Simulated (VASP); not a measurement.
# Er3RuC (P6_3/mmc) in VASP: a series of runs

Runs on Er3RuC. Level: PBE. Tasks: single point, relaxation of cell and atoms.

Everything below comes from runs of VASP 6.6.1. Logs are shortened: lines on timing, memory, paths and dates and some standing lists are left out, and cuts for length are marked.

## (1) The cell of the first run

It takes space group P6_3/mmc (No. 194, hexagonal). Conventional cell: a = 6.333 Å, b = 6.333 Å, c = 5.369 Å, α = 90.00°, β = 90.00°, γ = 120.00°. Er (site symmetry mm2) has 2 C at 2.27 Å within 3.0 Å. Ru (site symmetry -6m2) has 12 Er at 3.17 to 3.25 Å and 6 C at 3.89 Å within 4.2 Å. Within 3.0 Å of C (site symmetry -3m) lie 6 Er at 2.27 Å and 2 C at 2.68 Å.

The cell was built from a structure type or drawn by symmetry, and may not be a known phase.

## (2) Single point, PBE

INCAR

```
SYSTEM = Er3RuC
ALGO     = Normal         ! electronic algorithm
EDIFF    = 1E-6           ! SCF threshold, eV
ENCUT    = 600            ! plane-wave cutoff, eV
GGA      = PE             ! functional
GGA_COMPAT= .FALSE.      
ISIF     = 2              ! what is computed and relaxed
ISMEAR   = 0              ! smearing method
LASPH    = .TRUE.         ! aspherical terms in the spheres
LCHARG   = .FALSE.        ! write CHGCAR
LMAXMIX  = 6              ! l up to which the mixer works
LREAL    = .FALSE.        ! projectors in reciprocal space
LWAVE    = .FALSE.        ! write WAVECAR
NBANDS   = 56             ! bands
NELM     = 200            ! most SCF steps
PREC     = Accurate       ! precision mode
SIGMA    = 0.1            ! smearing width, eV
```

KPOINTS

```
k-points
0
G
  3 3 4
  0 0 0
```

POSCAR

```
Er3RuC
1.0
    6.3330592600      0.0000000000      0.0000000000
   -3.1665296300      5.4845902000      0.0000000000
    0.0000000000      0.0000000000      5.3687382700
Er Ru C
6 2 2
Direct
    0.1665999900      0.3331999800      0.2500000000
    0.8334000100      0.1665999900      0.7500000000
    0.6668000200      0.8334000100      0.2500000000
    0.8334000100      0.6668000200      0.7500000000
    0.1665999900      0.8334000100      0.2500000000
    0.3331999800      0.1665999900      0.7500000000
    0.3333333300      0.6666666700      0.7500000000
    0.6666666700      0.3333333300      0.2500000000
    0.0000000000      0.0000000000      0.0000000000
    0.0000000000      0.0000000000      0.5000000000
```

Potentials or basis: VASP PAW PBE potentials, release 64 (Er_3, Ru_pv, C), 4f in core.

Run with:

```
> cat potpaw_PBE.64/Er_3/POTCAR potpaw_PBE.64/Ru_pv/POTCAR potpaw_PBE.64/C/POTCAR > POTCAR
> mpirun -np 1 vasp_std > vasp.out
```

OUTCAR:

```text
SYSTEM = Er3RuC
   EDIFF = 1E-6
   ENCUT = 600
   GGA = PE
   ISIF = 2
   ISMEAR = 0
   LASPH = .TRUE.
   LREAL = .FALSE.
   NELM = 200
   PREC = Accurate

 ion  position               nearest neighbor table
   1  0.167  0.333  0.250-   9 2.27  10 2.27   3 3.17   5 3.17   8 3.17   8 3.17   5 3.17   3 3.17
                             6 3.25   2 3.25   2 3.25   6 3.25   7 3.25   7 3.25
   2  0.833  0.167  0.750-   9 2.27  10 2.27   4 3.17   6 3.17   7 3.17   7 3.17   4 3.17   6 3.17
                             3 3.25   3 3.25   1 3.25   1 3.25   8 3.25   8 3.25
   3  0.667  0.833  0.250-   9 2.27  10 2.27   1 3.17   5 3.17   8 3.17   8 3.17   1 3.17   5 3.17
                             2 3.25   2 3.25   4 3.25   4 3.25   7 3.25   7 3.25
   4  0.833  0.667  0.750-   9 2.27  10 2.27   2 3.17   6 3.17   7 3.17   7 3.17   2 3.17   6 3.17
                             5 3.25   3 3.25   5 3.25   3 3.25   8 3.25   8 3.25
   5  0.167  0.833  0.250-   9 2.27  10 2.27   1 3.17   3 3.17   8 3.17   8 3.17   1 3.17   3 3.17
                             6 3.25   6 3.25   4 3.25   4 3.25   7 3.25   7 3.25
   6  0.333  0.167  0.750-   9 2.27  10 2.27   4 3.17   2 3.17   7 3.17   7 3.17   4 3.17   2 3.17
                             5 3.25   5 3.25   1 3.25   1 3.25   8 3.25   8 3.25
   7  0.333  0.667  0.750-   6 3.17   4 3.17   2 3.17   2 3.17   6 3.17   4 3.17   5 3.25   5 3.25
                             1 3.25   1 3.25   3 3.25   3 3.25
   8  0.667  0.333  0.250-   3 3.17   1 3.17   5 3.17   5 3.17   3 3.17   1 3.17   2 3.25   2 3.25
                             4 3.25   4 3.25   6 3.25   6 3.25
   9  0.000  0.000  0.000-   1 2.27   4 2.27   3 2.27   2 2.27   5 2.27   6 2.27
  10  0.000  0.000  0.500-   1 2.27   4 2.27   3 2.27   2 2.27   5 2.27   6 2.27

  LATTYP: Found a hexagonal cell.
 ALAT       =     6.3330592600
 C/A-ratio  =     0.8477322017

  Lattice vectors:

 A1 = (   6.3330592600,   0.0000000000,   0.0000000000)
 A2 = (  -3.1665296300,   5.4845902000,   0.0000000000)
 A3 = (   0.0000000000,   0.0000000000,   5.3687382700)

Analysis of symmetry for initial positions (statically):
=====================================================================
 Subroutine PRICEL returns:
 Original cell was already a primitive cell.

 Routine SETGRP: Setting up the symmetry group for a
 hexagonal supercell.

 Subroutine GETGRP returns: Found 24 space group operations
 (whereof 12 operations were pure point group operations)
 out of a pool of 24 trial point group operations.

The static configuration has the point symmetry D_3d.
 The point group associated with its full space group is D_6h.

Analysis of symmetry for dynamics (positions and initial velocities):
=====================================================================
[... 125 lines left out ...]
   EFERMI =   0.00;   METHOD = LEGACY
   ISMEAR =     0;   SIGMA  =   0.10  broadening in eV -4-tet -1-fermi 0-gaus
   EFERMI_NEDOS =   21; number of points for ismear=-14 and -15
   IALGO  =     38    algorithm
   IMIX   =      4    mixing-type and parameters
     AMIX     =   0.40;   BMIX     =  1.00
     AMIX_MAG =   1.60;   BMIX_MAG =  1.00
  volume/ion in A,a.u.               =      18.65       125.84
  Fermi-wavevector in a.u.,A,eV,Ry     =   1.284140  2.426673 22.436215  1.649015
  Thomas-Fermi vector in A             =   2.416351
   LORBIT       =      0    0 simple, 1 ext, 2 COOP (PROOUT), +10 PAW based schemes
   GGA     = PE    functional components
   LHFCALC =     F    Hartree Fock is set to
   AEXX    =    0.0000 exact exchange contribution
   IVDW    =     0    specifies the selected vdW correction
   LEPSILON=     F    determine dielectric tensor
   LRPA    =     F    only Hartree local field effects (RPA)
 non-spin polarized calculation
 Gauss-broadening in eV      SIGMA  =   0.10
  energy-cutoff  :      600.00
  volume of cell :      186.48
 maximum number of plane-waves:      6249
 NGX is ok and might be reduce to    50
   NGX = 25   NGY = 25   NGZ = 21

 number of electron      89.9999994 magnetization

 Free energy of the ion-electron system (eV)
  ---------------------------------------------------
  ext. energy  EPLUGINS =         0.00000000
  ---------------------------------------------------
  free energy    TOTEN  =       -63.76063347 eV

  energy without entropy =      -63.71265685  energy(sigma->0) =      -63.73664516

 E-fermi :   5.1333     XC(G=0): -11.3832

 val. band max:        5.1274880321   @ k =   0.3333   0.0000   0.5000
 cond. band min:       5.1358906308   @ k =   0.3333   0.3333   0.5000
 fundamental gap:      0.0084025988
 Fermi energy:         5.1333354464

 k-point     1 :       0.0000    0.0000    0.0000
  band No.  band energies     occupation
      1     -36.3541      2.00000
      2     -36.3541      2.00000
      3     -36.3530      2.00000
      4     -36.3530      2.00000
      5     -36.3355      2.00000
      6     -36.3343      2.00000
[... 520 lines left out ...]
     55       8.3129      0.00000
     56       8.3199      0.00000

------------------------ aborting loop because EDIFF is reached ----------------------------------------

  FORCE on cell =-STRESS in cart. coord.  units (eV):
  Direction    XX          YY          ZZ          XY          YZ          ZX
  --------------------------------------------------------------------------------------
  -------------------------------------------------------------------------------------
  Total       12.8126943     12.8126943     12.6616455      0.0000000      0.0000000      0.0000000
  in kB      110.0832089    110.0832088    108.7854382      0.0000000      0.0000000      0.0000000
  external PRESSURE =     109.6506186 kB  Pullay stress =       0.0000000 kB

 VOLUME and BASIS-vectors are now :
 -----------------------------------------------------------------------------
  energy-cutoff  :      600.00
  volume of cell :      186.48
      direct lattice vectors                 reciprocal lattice vectors
     6.333059260  0.000000000  0.000000000     0.157901570  0.091164514  0.000000000
    -3.166529630  5.484590200  0.000000000     0.000000000  0.182329028  0.000000000
     0.000000000  0.000000000  5.368738270     0.000000000  0.000000000  0.186263504

 POSITION                                       TOTAL-FORCE (eV/Angst)
 -----------------------------------------------------------------------------------
      0.00000      1.82747      1.34218         0.000000      1.193228     -0.000000
      4.75043      0.91373      4.02655        -1.033366      0.596614      0.000000
      1.58390      4.57086      1.34218        -1.033366     -0.596614      0.000000
      3.16653      3.65712      4.02655         0.000000     -1.193228     -0.000000
     -1.58390      4.57086      1.34218         1.033366     -0.596614     -0.000000
      1.58263      0.91373      4.02655         1.033366      0.596614      0.000000
     -0.00000      3.65639      4.02655         0.000000     -0.000000      0.000000
      3.16653      1.82820      1.34218         0.000000     -0.000000      0.000000
      0.00000      0.00000      0.00000         0.000000     -0.000000      0.000000
      0.00000      0.00000      2.68437         0.000000     -0.000000      0.000000
 -----------------------------------------------------------------------------------
    total drift:                               -0.000017      0.000010     -0.000000

  FREE ENERGIE OF THE ION-ELECTRON SYSTEM (eV)
  ---------------------------------------------------
  free  energy   TOTEN  =       -63.7606334662 eV

  energy  without entropy=      -63.7126568521  energy(sigma->0) =      -63.73664516
```

OSZICAR:

```text
N       E                     dE             d eps       ncg     rms          rms(c)
DAV:   1     0.152581966707E+04    0.15258E+04   -0.36218E+04  1512   0.191E+03
DAV:   2     0.149250942594E+03   -0.13766E+04   -0.13460E+04  1696   0.119E+03
DAV:   3    -0.316811846785E+02   -0.18093E+03   -0.16988E+03  1920   0.507E+02
DAV:   4    -0.712381842647E+02   -0.39557E+02   -0.36181E+02  1824   0.160E+02
DAV:   5    -0.763596401666E+02   -0.51215E+01   -0.42947E+01  1736   0.550E+01    0.871E+01
DAV:   6    -0.813256018173E+02   -0.49660E+01   -0.26399E+02  1768   0.778E+01    0.381E+01
DAV:   7    -0.662969403952E+02    0.15029E+02   -0.14121E+02  1808   0.526E+01    0.482E+01
DAV:   8    -0.644350339179E+02    0.18619E+01   -0.30830E+01  1744   0.227E+01    0.126E+01
DAV:   9    -0.638143010616E+02    0.62073E+00   -0.44409E+00  1800   0.136E+01    0.522E+00
DAV:  10    -0.637713083994E+02    0.42993E-01   -0.75890E-01  1760   0.472E+00    0.277E+00
DAV:  11    -0.637661057572E+02    0.52026E-02   -0.97326E-02  1760   0.191E+00    0.482E-01
DAV:  12    -0.637635150528E+02    0.25907E-02   -0.47042E-02  1736   0.147E+00    0.785E-01
DAV:  13    -0.637607955326E+02    0.27195E-02   -0.75005E-03  1824   0.477E-01    0.238E-01
DAV:  14    -0.637606336611E+02    0.16187E-03   -0.19817E-03  1840   0.269E-01    0.850E-02
DAV:  15    -0.637606434012E+02   -0.97400E-05   -0.20452E-04  1696   0.887E-02    0.503E-02
DAV:  16    -0.637606386394E+02    0.47617E-05   -0.20986E-05  1344   0.444E-02    0.268E-02
DAV:  17    -0.637606332425E+02    0.53969E-05   -0.25276E-05  1496   0.241E-02    0.956E-03
DAV:  18    -0.637606334662E+02   -0.22366E-06   -0.17571E-06   744   0.171E-02
   1 F= -.63760633E+02 E0= -.63736645E+02  d E =-.479766E-01
```

stdout:

```text
POSCAR found type information on POSCAR ErRuC
 POSCAR found :  3 types and      10 ions
 scaLAPACK will be used
 LDA part: xc-table for (Slater+PW92), standard interpolation
 POSCAR, INCAR and KPOINTS ok, starting setup
 FFT: planning ... GRIDC
 FFT: planning ... GRID_SOFT
 FFT: planning ... GRID
 WAVECAR not read
 entering main loop
```

Run time: 2.8 min. Hardware: 1 thread of Intel Xeon Platinum 8559C (Emerald Rapids), shared host; peak memory 0.41 GiB.

Results:

```yaml
Free_energy: -63.7606 eV
Pressure: 11.0 GPa
Largest_force: 1.193 eV/Å
Band_gap_on_the_k_mesh: zero (bands 45 and 46 overlap by 0.96 eV)
```

Forces on the atoms (eV/Å):
```
Er   0.000  1.193  0.000
Er  -1.033  0.597  0.000
Er  -1.033 -0.597  0.000
Er   0.000 -1.193  0.000
Er   1.033 -0.597  0.000
Er   1.033  0.597  0.000
Ru   0.000  0.000  0.000
Ru   0.000  0.000  0.000
C    0.000  0.000  0.000
C    0.000  0.000  0.000
```

Levels at points of the mesh, in eV from the Fermi level:
```
           k point  band 42  band 43  band 44  band 45  band 46  band 47  band 48  band 49
(0.00, 0.00, 0.00)    -0.67    -0.67    -0.41     0.39     0.65     0.65     0.99     1.42
(0.00, 0.00, 0.50)    -0.85    -0.85    -0.85     0.70     0.70     1.39     1.39     1.39
```

Caveat: the k points lie up to 0.38 Å⁻¹ apart, too coarse for converged energies and pressures of a metal; spin-orbit coupling is left out, which moves the levels of the heavy elements; the 4f electrons are frozen in the core, so they carry no moment and show no levels; forces of over 1 eV/Å act on the atoms, so gaps and moduli don't describe the material at rest.

(Continued in part 2 of 2.)
